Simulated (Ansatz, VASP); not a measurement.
# SnSe2: VASP beside Ansatz

```
CELL_PARAMETERS angstrom
6.51124 0.00000 0.00000
0.00000 6.51124 0.00000
0.00000 0.00000 3.97207
ATOMIC_POSITIONS crystal
Sn 0.00000 0.00000 0.00000
Sn 0.50000 0.50000 0.50000
Se 0.30700 0.30700 0.00000
Se 0.19300 0.80700 0.50000
Se 0.80700 0.19300 0.50000
Se 0.69300 0.69300 0.00000
```

Alike in both runs: task single point; functional PBE; k mesh 4 × 4 × 6; occupations fermi-dirac, width 0.02 eV; no spin polarisation.

|  | VASP | Ansatz |
| --- | --- | --- |
| version | VASP 6.6.1 | Ansatz 0.2.0 |
| potentials or method | VASP PAW PBE potentials, release 64 (Sn_d, Se) | plane waves, PAW |
| plane-wave cutoff (eV) | 520 | 420 |
| valence electrons in the cell | 52 | 92 |

VASP gave:

- pressure (GPa): 1.7
- traceless stress, the component that is largest in VASP (GPa): 0.37
- rms of the force components (eV/Å): 0.055

Problem. Which values does Ansatz return?

Solution. Pressure (GPa): 1.7; traceless stress, the component that is largest in VASP (GPa): 0.35; rms of the force components (eV/Å): 0.052.

Atom by atom the forces differ by 0.003 eV/Å (rms over components). The functional is the same, so the differences come from potentials, cutoffs and numerics. VASP's potentials hold 52 valence electrons a cell and Ansatz's 92, so a difference there can come from the potentials and not from the codes.
